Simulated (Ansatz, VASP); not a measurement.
Two plane-wave programs on Al3BAs4

```
Al B As
1.0
     3.88188    0.00000    0.00000
    -1.94094    3.36181    0.00000
     0.00000    0.00000   12.96248
Al B As
3 1 4
Cartesian
  0.0000 2.2412 0.1521
  0.0000 2.2412 6.3475
  1.9409 1.1206 9.7300
  1.9409 1.1206 3.3183
  0.0000 2.2412 2.6525
  0.0000 2.2412 8.8134
  1.9409 1.1206 5.4235
  1.9409 1.1206 12.1980
```

Alike in both runs: functional PBE; k mesh 12 × 12 × 4; occupations gaussian, width 0.01 eV; no spin polarisation.

Ansatz relaxed the structure, and its values are those at the end. VASP's run is a single point on that final structure, the one shown.

|  | VASP | Ansatz |
| --- | --- | --- |
| version | VASP 6.6.1 | Ansatz 0.2.0 |
| potentials or method | VASP PAW PBE potentials, release 64 (Al, B, As), cutoff 520 eV | scalar-relativistic, plane waves, PAW |
| valence electrons in the cell | 32 | 72 |

```csv
,VASP,Ansatz,Ansatz less VASP
gap on the k mesh at the Fermi level (eV),0.15,0.15,+0.006
least direct gap on the mesh (eV),0.15,0.15,+0.006
pressure (GPa),0.2,0.0,-0.20
rms of the force components (eV/Å),0.007,0.001,-0.0061
```

VASP's potentials hold 32 valence electrons a cell and Ansatz's 72, so a difference there can come from the potentials and not from the codes.
